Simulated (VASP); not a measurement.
Runs of VASP 6.6.1 on Hf3GeRu. The structure is that of space group Pm-3m (No. 221), or close to it. The cells are those of the table. The cell was generated, and may not be a known phase.

```csv
task,cell,k mesh,cutoff (eV),gap on the mesh (eV),pressure (GPa),relaxed volume (Å³/atom)
relaxation of cell and atoms,"relaxed from a = 4.201 Å, 5 atoms",4 × 4 × 4,600,none,0.1,22.92
single point,"a = 4.868 Å, 5 atoms",8 × 8 × 8,520,none,-0.4,-
single point,"a = 4.866 Å, 5 atoms",4 × 4 × 4,520,none,-0.4,-
relaxation of cell and atoms,"relaxed from a = 4.866 Å, 5 atoms",8 × 8 × 8,600,none,0.0,22.98
single point,"a = 4.201 Å, 5 atoms",4 × 4 × 4,520,none,(a),-
```

Alike in all rows: level PBE; potentials or basis VASP PAW PBE potentials, release 64 (Hf_pv, Ge_d, Ru_pv); no spin polarisation; smearing gaussian 0.1 eV.

Fill in the values left out.

(a) 112.5.

Caveats: some runs use coarse meshes; spin-orbit coupling is left out, which moves the levels of the heavy elements; the volume moved by over 15 % at a fixed basis, so the end points are rough (at least some runs).

A k mesh can miss the band edges, and the runs leave out spin-orbit coupling on Ge, Hf, Ru.

A gap of «none» marks levels without a gap at the run's occupations.
